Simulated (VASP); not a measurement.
Wanted: the native input for a VASP 6.6.1 run.

- Task: single point
- Functional: r2SCAN
- Potentials or basis: VASP PAW PBE potentials, release 64 (Yb, Os)
- Cutoff: 520 eV
- k mesh: 10 × 10 × 10
- Occupations: gaussian, width 0.05 eV
- Spin: no spin polarisation
- Dipole correction: no
- Further INCAR settings: ALGO = Normal; EDIFF = 1e-06; NBANDS = 23

The system is YbOs.

```
CELL_PARAMETERS angstrom
3.34980 0.00000 0.00000
0.00000 3.34980 0.00000
0.00000 0.00000 3.34980
ATOMIC_POSITIONS crystal
Yb 0.00000 0.00000 0.00000
Os 0.50000 0.50000 0.50000
```

This cell differs from its parent crystal: volume scaled by 1.020.

These files were run (other wordings do the same):

POSCAR

```
YbOs
1.0
    3.3498024728      0.0000000000      0.0000000000
    0.0000000000      3.3498024728      0.0000000000
    0.0000000000      0.0000000000      3.3498024728
Yb Os
1 1
Direct
    0.0000000000      0.0000000000      0.0000000000
    0.5000000000      0.5000000000      0.5000000000
```

INCAR.step1

```
SYSTEM = YbOs
ALGO = Normal
EDIFF = 1E-4
ENCUT = 520
GGA = PE
ISMEAR = 0
LASPH = .True.
LCHARG = .False.
LREAL = .False.
LWAVE = .True.
NBANDS = 23
NELM = 80
PREC = Accurate
SIGMA = 0.05
```

INCAR.step2

```
SYSTEM = YbOs
ALGO = Normal
EDIFF = 1E-6
ENCUT = 520
ISIF = 2
ISMEAR = 0
ISTART = 1
LASPH = .True.
LCHARG = .False.
LMIXTAU = .True.
LREAL = .False.
LWAVE = .False.
METAGGA = R2SCAN
NBANDS = 23
NELM = 80
PREC = Accurate
SIGMA = 0.05
```

KPOINTS

```
k-points
0
Gamma
  10 10 10
  0 0 0
```

Potentials or basis: VASP PAW PBE potentials, release 64 (Yb, Os).

Run with:

```sh
$ cat potpaw_PBE.64/Yb/POTCAR potpaw_PBE.64/Os/POTCAR > POTCAR
$ cp INCAR.step1 INCAR
$ mpirun -np 1 vasp_std > vasp.out
$ cp INCAR.step2 INCAR
$ mpirun -np 1 vasp_std > vasp.out
```

Results of the run:

```json
{
 "Pressure": "-3.8 GPa",
 "Band gap on the k mesh": "zero (band 16 reaches 5.55 eV, above the bottom of band 17 at 3.72 eV)"
}
```

Caveat: the PAW data sets were made with another functional, which shifts forces and pressure a little; spin-orbit coupling is left out, which moves the levels of the heavy elements; without U or exact exchange the open f shell lies at the Fermi level, which spoils levels, moments and volumes.

It took 3.4 min on 1 thread of Intel(R) Xeon(R) Platinum 8488C (Sapphire Rapids), with other jobs on the host, peak memory 0.22 GiB.
